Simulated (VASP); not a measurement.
A run of VASP 6.6.1 is set up as follows.

Contents of INCAR:

```
PREC = Accurate
ENCUT = 520
EDIFF = 1E-6
ISMEAR = 0
SIGMA = 0.15
LREAL = F
LASPH = T
NELM = 60
ALGO = Normal
ISIF = 2
LWAVE = F
LCHARG = F
GGA = PE
NBANDS = 29
```

Contents of KPOINTS:

```
Automatic mesh
0
Gamma
  12 12 12
```

File POSCAR:

```
TiSi2
1.0
    1.7423294547     -7.0266867720      0.0000000000
    1.7423294547      7.0266867720      0.0000000000
    0.0000000000      0.0000000000      3.5158059011
Ti Si
2 4
Direct
    0.8968075258      0.1031924742      0.7500000000
    0.1031924742      0.8968075258      0.2500000000
    0.5591373591      0.4408626409      0.7500000000
    0.4408626409      0.5591373591      0.2500000000
    0.2498287182      0.7501712818      0.7500000000
    0.7501712818      0.2498287182      0.2500000000
```

Potentials or basis: VASP PAW PBE potentials, release 64 (Ti_sv, Si).

Command:

```bash
$ cat potpaw_PBE.64/Ti_sv/POTCAR potpaw_PBE.64/Si/POTCAR > POTCAR
$ mpirun -np 1 vasp_std > vasp.out
```

Predict the band gap on the k mesh.

zero (band 20 reaches 10.95 eV, above the bottom of band 21 at 9.99 eV).

Predict the largest force.

0.392 eV/Å.

Forces in eV/Å, atoms in the order of the input:
```
Ti   0.000  0.392  0.000
Ti   0.000 -0.392  0.000
Si   0.000  0.278  0.000
Si   0.000 -0.278  0.000
Si   0.000 -0.006  0.000
Si   0.000  0.006  0.000
```
